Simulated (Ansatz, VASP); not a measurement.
# Au in VASP and in Ansatz

The input INCAR:

```
PREC     = Accurate       # precision mode
ENCUT    = 600            # plane-wave cutoff, eV
EDIFF    = 1E-7           # SCF threshold, eV
ISMEAR   = -1             # smearing method
SIGMA    = 0.05           # smearing width, eV
LREAL    = False          # projectors in reciprocal space
LASPH    = True           # aspherical terms in the spheres
NELM     = 100            # most SCF steps
ALGO     = Normal         # electronic algorithm
ISIF     = 3              # what is computed and relaxed
LWAVE    = False          # write WAVECAR
LCHARG   = False          # write CHGCAR
GGA      = PS             # functional
IVDW     = 12             # dispersion correction
IBRION   = 2              # ionic algorithm
NSW      = 60             # ionic steps
EDIFFG   = -0.01          # ionic threshold
```

KPOINTS

```
regular mesh
0
Gamma
  10 10 10
```

POSCAR

```
Au
1.0
    2.7484100000      0.0000000000      0.0000000000
    0.0000000000      2.7484100000      0.0000000000
    0.0000000000      0.0000000000      2.7484100000
Au
1
Direct
    0.5000000000      0.5000000000      0.5000000000
```

File input.yaml:

```yaml
crystal:
  lattice:
    - [2.74841, 0.0, 0.0]
    - [0.0, 2.74841, 0.0]
    - [0.0, 0.0, 2.74841]
  atoms:
    - { symbol: Au, position: [0.5, 0.5, 0.5] }
hamiltonian:
  xc: pbesol
  pseudopotentials: { kind: paw }
  dispersion: d3bj
kpoints:
  mp_grid: { grid: [10, 10, 10] }
scf:
  occupations: { method: fermi_dirac, width: 0.05 }
output:
  forces: true
  stress: true
  eigenvalues: true
relax:
  f_tol: 0.01
  max_steps: 40
  cell: { stress_tol: 0.05 }
```

Alike in both runs: task relaxation of cell and atoms; functional PBEsol; dispersion D3(BJ); k mesh 10 × 10 × 10; occupations fermi-dirac, width 0.05 eV; no spin polarisation.

|  | VASP | Ansatz |
| --- | --- | --- |
| version | VASP 6.6.1 | Ansatz 0.2.0 |
| potentials or method | VASP PAW PBE potentials, release 64 (Au) | Ansatz PAW |
| plane-wave cutoff (eV) | 600 | 420 |
| valence electrons in the cell | 11 | 19 |

Ansatz gave:

```
gap on the k mesh at the Fermi level, each at its own relaxed structure (eV) : none
relaxed volume (Å³/atom)                                                     : 18.87
relaxed cell length with the largest relative difference (Å)                 : 2.662
```

Q: Which values does VASP return?

A: gap on the k mesh at the Fermi level, each at its own relaxed structure (eV): none; relaxed volume (Å³/atom): 18.86; relaxed cell length with the largest relative difference (Å): 2.662.

VASP's potentials were made for PBE, not for PBEsol. A gap of «none» marks a metal or a gap that the smearing closes. VASP's potentials hold 11 valence electrons a cell and Ansatz's 19, so a difference there can come from the potentials and not from the codes.

Spin-orbit coupling is off throughout. Noted on Ansatz's run: the plane-wave basis is chosen anew once the cell has moved, so the energies of steps on either side of that aren't comparable.
